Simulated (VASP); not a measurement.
# Ta2B2O in VASP: single point with PBE

Aim: the single point of Ta2B2O with PBE.

Everything below comes from runs of VASP 6.6.1. Logs are shortened: lines on timing, memory, paths and dates and some standing lists are left out, and cuts for length are marked.

## Step 1: The cell of the first run

The typed cell holds 10 atoms: a = 3.032 Å, b = 5.580 Å, c = 6.540 Å, α = 105.11°, β = 104.63°, γ = 89.54°.

## Step 2: Single point, PBE

File INCAR:

```
SYSTEM = Ta2B2O
  PREC = Accurate
  ENCUT = 520
  EDIFF = 1E-6
  ISMEAR = 0
  SIGMA = 0.2
  LREAL = .FALSE.
  LASPH = .TRUE.
  NELM = 100
  ALGO = Normal
  ISIF = 2
  LWAVE = .FALSE.
  LCHARG = .FALSE.
  GGA = PE
  NBANDS = 45
```

File KPOINTS:

```
regular mesh
0
G
  8 4 8
  0 0 0
```

File POSCAR:

```
Ta2B2O
1.0
   -3.0314451861      0.0095685248      0.0302320809
   -0.0234076280      5.5695000705      0.3371995184
    1.5853210989     -1.3253566219     -6.2047465826
Ta B O
4 4 2
Direct
    0.3936161264      0.8182210611      0.7633555917
    0.8913749081      0.3360163649      0.7559202442
    0.1063426943      0.6817991246      0.2366487060
    0.6086411252      0.1639779474      0.2440596534
    0.7532701091      0.9153711965      0.5058038426
    0.2490403359      0.4244737687      0.4970270910
    0.7467174305      0.5846165265      0.4941947244
    0.2509965479      0.0755341633      0.5029755098
    0.9878020326      1.0708168412      0.9564220967
    0.5121986899      0.4291730059      0.0435925401
```

Potentials or basis: VASP PAW PBE potentials, release 64 (Ta_pv, B, O).

Run with:

```sh
cat potpaw_PBE.64/Ta_pv/POTCAR potpaw_PBE.64/B/POTCAR potpaw_PBE.64/O/POTCAR > POTCAR
mpirun -np 1 vasp_std > vasp.out
```

OUTCAR:

```text
SYSTEM = Ta2B2O
   PREC = Accurate
   ENCUT = 520
   EDIFF = 1E-6
   ISMEAR = 0
   LREAL = .FALSE.
   LASPH = .TRUE.
   NELM = 100
   ISIF = 2
   GGA = PE

 ion  position               nearest neighbor table
   1  0.394  0.818  0.763-   9 2.19   9 2.22   7 2.38   6 2.38   5 2.39   5 2.39   7 2.40   8 2.46
                             2 3.07   2 3.09   4 3.14   3 3.21   2 3.26   2 3.29   3 3.56
   2  0.891  0.336  0.756-   9 2.19  10 2.25   6 2.38   6 2.38   8 2.38  10 2.39   8 2.41   7 2.43
                             5 2.46   1 3.07   1 3.09   4 3.12   3 3.14   1 3.26   1 3.29
   3  0.106  0.682  0.237-  10 2.19  10 2.22   5 2.38   8 2.38   7 2.39   7 2.39   5 2.40   6 2.46
                             4 3.07   4 3.09   2 3.14   1 3.21   4 3.26   4 3.29   1 3.56
   4  0.609  0.164  0.244-  10 2.19   9 2.25   8 2.38   8 2.38   6 2.38   9 2.39   6 2.41   5 2.43
                             7 2.46   3 3.07   3 3.09   2 3.12   1 3.14   3 3.26   3 3.29
   5  0.753  0.915  0.506-   8 1.76   8 1.77   7 1.83   3 2.38   1 2.39   1 2.39   3 2.40   4 2.43
                             2 2.46
   6  0.249  0.424  0.497-   7 1.76   7 1.77   8 1.96   2 2.38   2 2.38   4 2.38   1 2.38   4 2.41
                             3 2.46
   7  0.747  0.585  0.494-   6 1.76   6 1.77   5 1.83   1 2.38   3 2.39   3 2.39   1 2.40   2 2.43
                             4 2.46
   8  0.251  0.076  0.503-   5 1.76   5 1.77   6 1.96   4 2.38   4 2.38   2 2.38   3 2.38   2 2.41
                             1 2.46
   9  0.988  0.071  0.956-   1 2.19   2 2.19   1 2.22   4 2.25   4 2.39
  10  0.512  0.429  0.044-   3 2.19   4 2.19   3 2.22   2 2.25   2 2.39

  LATTYP: Found a triclinic cell.
 ALAT       =     7.3707418371
 B/A-ratio  =     0.7570130186
 C/A-ratio  =     0.4113033802
 COS(alpha) =     0.0079479824
 COS(beta)  =     0.1932866168
 COS(gamma) =     0.5290240436

  Lattice vectors:

 A1 = (   1.4695317152,  -4.2537119734,   5.8373149833)
 A2 = (   0.0234076280,  -5.5695000705,  -0.3371995184)
 A3 = (   3.0314451861,  -0.0095685248,  -0.0302320809)

Analysis of symmetry for initial positions (statically):
=====================================================================
 Subroutine PRICEL returns:
 Original cell was already a primitive cell.

 Routine SETGRP: Setting up the symmetry group for a
 triclinic supercell.

 Subroutine GETGRP returns: Found  1 space group operations
 (whereof  1 operations were pure point group operations)
 out of a pool of  2 trial point group operations.

The static configuration has the point symmetry C_1 .

Analysis of symmetry for dynamics (positions and initial velocities):
=====================================================================
 Subroutine PRICEL returns:
 Original cell was already a primitive cell.

 Routine SETGRP: Setting up the symmetry group for a
 triclinic supercell.
[... 136 lines left out ...]
   ISMEAR =     0;   SIGMA  =   0.20  broadening in eV -4-tet -1-fermi 0-gaus
   EFERMI_NEDOS =   21; number of points for ismear=-14 and -15
   IALGO  =     38    algorithm
   IMIX   =      4    mixing-type and parameters
     AMIX     =   0.40;   BMIX     =  1.00
     AMIX_MAG =   1.60;   BMIX_MAG =  1.00
  volume/ion in A,a.u.               =      10.31        69.60
  Fermi-wavevector in a.u.,A,eV,Ry     =   1.424841  2.692560 27.622176  2.030173
  Thomas-Fermi vector in A             =   2.545289
   LORBIT       =      0    0 simple, 1 ext, 2 COOP (PROOUT), +10 PAW based schemes
   GGA     = PE    functional components
   LHFCALC =     F    Hartree Fock is set to
   AEXX    =    0.0000 exact exchange contribution
   IVDW    =     0    specifies the selected vdW correction
   LEPSILON=     F    determine dielectric tensor
   LRPA    =     F    only Hartree local field effects (RPA)
 non-spin polarized calculation
 Gauss-broadening in eV      SIGMA  =   0.20
  energy-cutoff  :      520.00
  volume of cell :      103.14
 maximum number of plane-waves:      2798
   NGX = 11   NGY = 21   NGZ = 25

 number of electron      68.0000013 magnetization

 Free energy of the ion-electron system (eV)
  ---------------------------------------------------
  ext. energy  EPLUGINS =         0.00000000
  ---------------------------------------------------
  free energy    TOTEN  =       -94.10164907 eV

  energy without entropy =      -94.03728896  energy(sigma->0) =      -94.06946901

 E-fermi :   8.1168     XC(G=0): -12.9230

 val. band max:        8.1134679770   @ k =   0.0000   0.2500  -0.0000
 cond. band min:       8.1226564793   @ k =   0.5000   0.2500   0.1250
 fundamental gap:      0.0091885023
 Fermi energy:         8.1167785214

 k-point     1 :       0.0000    0.0000    0.0000
  band No.  band energies     occupation
      1     -27.7538      2.00000
      2     -27.5859      2.00000
      3     -27.4592      2.00000
      4     -27.4192      2.00000
      5     -27.3636      2.00000
      6     -27.2190      2.00000
[... 1141 lines left out ...]
     44      11.9655      0.00000
     45      12.2758      0.00000

 [... further k-points ...]

------------------------ aborting loop because EDIFF is reached ----------------------------------------

  FORCE on cell =-STRESS in cart. coord.  units (eV):
  Direction    XX          YY          ZZ          XY          YZ          ZX
  --------------------------------------------------------------------------------------
  -------------------------------------------------------------------------------------
  Total        0.3103656      0.2480891      0.3727311     -0.0071907     -0.0100326      0.0191275
  in kB        4.8211452      3.8537566      5.7899160     -0.1116992     -0.1558435      0.2971218
  external PRESSURE =       4.8216059 kB  Pullay stress =       0.0000000 kB

 VOLUME and BASIS-vectors are now :
 -----------------------------------------------------------------------------
  energy-cutoff  :      520.00
  volume of cell :      103.14
      direct lattice vectors                 reciprocal lattice vectors
    -3.031445186  0.009568525  0.030232081    -0.330714476  0.003774724 -0.085304288
    -0.023407628  5.569500071  0.337199518     0.000187141  0.181899621 -0.038806611
     1.585321099 -1.325356622 -6.204746583    -0.001601207  0.009903802 -0.163691536

 POSITION                                       TOTAL-FORCE (eV/Angst)
 -----------------------------------------------------------------------------------
     -0.00221      3.54913     -4.44862        -0.000826     -0.025876      0.004133
     -1.51164      0.87811     -4.55004         0.003057      0.023695      0.011087
      0.03683      3.48465     -1.23523        -0.000187      0.023508     -0.003035
     -1.46199      0.59563     -1.44063        -0.003247     -0.023441     -0.013388
     -1.50306      4.43500     -2.80695        -0.001211     -0.000277     -0.000028
      0.02306      1.70775     -2.93327         0.001006      0.000479      0.004254
     -1.49386      2.60818     -2.84665         0.000273      0.001495     -0.000535
      0.03473     -0.24353     -3.08778         0.000916     -0.000753     -0.003927
     -1.47989     -0.86373     -5.88061         0.002582      0.002990     -0.024893
     -1.49364      2.33740     -0.11028        -0.002364     -0.001820      0.026331
 -----------------------------------------------------------------------------------
    total drift:                                0.000014      0.000001     -0.000396

  FREE ENERGIE OF THE ION-ELECTRON SYSTEM (eV)
  ---------------------------------------------------
  free  energy   TOTEN  =       -94.1016490711 eV

  energy  without entropy=      -94.0372889567  energy(sigma->0) =      -94.06946901
```

Wall time 24 min (1 thread of AMD EPYC 7R13, shared host); peak memory 0.53 GiB.

Results:

```
Free energy            : -94.1016 eV
Pressure               : 0.5 GPa
Largest force          : 0.027 eV/Å
Band gap on the k mesh : zero (band 34 reaches 8.82 eV, above the bottom of band 35 at 7.58 eV)
```

Forces on the atoms (eV/Å):
```
Ta  -0.001 -0.026  0.004
Ta   0.003  0.024  0.011
Ta   0.000  0.024 -0.003
Ta  -0.003 -0.023 -0.013
B   -0.001  0.000  0.000
B    0.001  0.000  0.004
B    0.000  0.001 -0.001
B    0.001 -0.001 -0.004
O    0.003  0.003 -0.025
O   -0.002 -0.002  0.026
```

Stress tensor (GPa, compression positive):
```
 0.48 -0.01  0.03
-0.01  0.39 -0.02
 0.03 -0.02  0.58
```

Caveat: spin-orbit coupling is left out, which moves the levels of the heavy elements.
